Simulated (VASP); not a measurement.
Wanted: the native input for a VASP 6.6.1 run.

```
Task                    : density of states
Functional              : PBE
Potentials or basis     : VASP PAW PBE potentials, release 64 (Al, N)
Cutoff                  : 520 eV
k mesh                  : 10 × 10 × 10
Occupations             : fermi-dirac, width 0.02 eV
Spin                    : no spin polarisation
Dipole correction       : no
k mesh for the DOS      : 15 × 15 × 15
Occupations for the DOS : tetrahedron
Further INCAR settings  : ALGO = Normal; EDIFF = 1e-06
```

The system is AlN.

```
CELL_PARAMETERS angstrom
0.00000 1.97800 1.97800
1.97800 0.00000 1.97800
1.97800 1.97800 0.00000
ATOMIC_POSITIONS crystal
Al 0.00000 0.00000 0.00000
N 0.50000 0.50000 0.50000
```

The input as run:

POSCAR

```
AlN
1.0
    0.0000000000      1.9780000000      1.9780000000
    1.9780000000      0.0000000000      1.9780000000
    1.9780000000      1.9780000000      0.0000000000
Al N
1 1
Direct
    0.0000000000      0.0000000000      0.0000000000
    0.5000000000      0.5000000000      0.5000000000
```

INCAR.step1

```
SYSTEM = AlN
PREC = Accurate ; ENCUT = 520
EDIFF = 1E-6 ; ISMEAR = -1
SIGMA = 0.02 ; LREAL = .FALSE.
LASPH = .TRUE. ; NELM = 60
ALGO = Normal ; ISIF = 2
LWAVE = .FALSE. ; LCHARG = .TRUE.
GGA = PE ; NBANDS = 11
```

KPOINTS.step1

```
regular mesh
0
G
  10 10 10
  0 0 0
```

INCAR.step2

```
SYSTEM = AlN
PREC = Accurate ; ENCUT = 520
EDIFF = 1E-6 ; ISMEAR = -5
SIGMA = 0.02 ; LREAL = .FALSE.
LASPH = .TRUE. ; NELM = 60
ALGO = Normal ; ISIF = 2
LWAVE = .FALSE. ; LCHARG = .FALSE.
GGA = PE ; LORBIT = 10
NEDOS = 1001 ; ICHARG = 11
```

KPOINTS.step2

```
regular mesh
0
G
  15 15 15
  0 0 0
```

Potentials or basis: VASP PAW PBE potentials, release 64 (Al, N).

The run is started by

```console
$ cat potpaw_PBE.64/Al/POTCAR potpaw_PBE.64/N/POTCAR > POTCAR
$ cp INCAR.step1 INCAR
$ cp KPOINTS.step1 KPOINTS
$ mpirun -np 1 vasp_std > vasp.out
$ cp INCAR.step2 INCAR
$ cp KPOINTS.step2 KPOINTS
$ mpirun -np 1 vasp_std > vasp.out
```

It gave:

```json
{"Valence electrons inside the program's atomic spheres": "Al 0.77; N 3.94"}
```

Run time: 21 s on 1 thread of Intel Xeon 8259CL, on a shared host, peak memory 0.14 GiB.
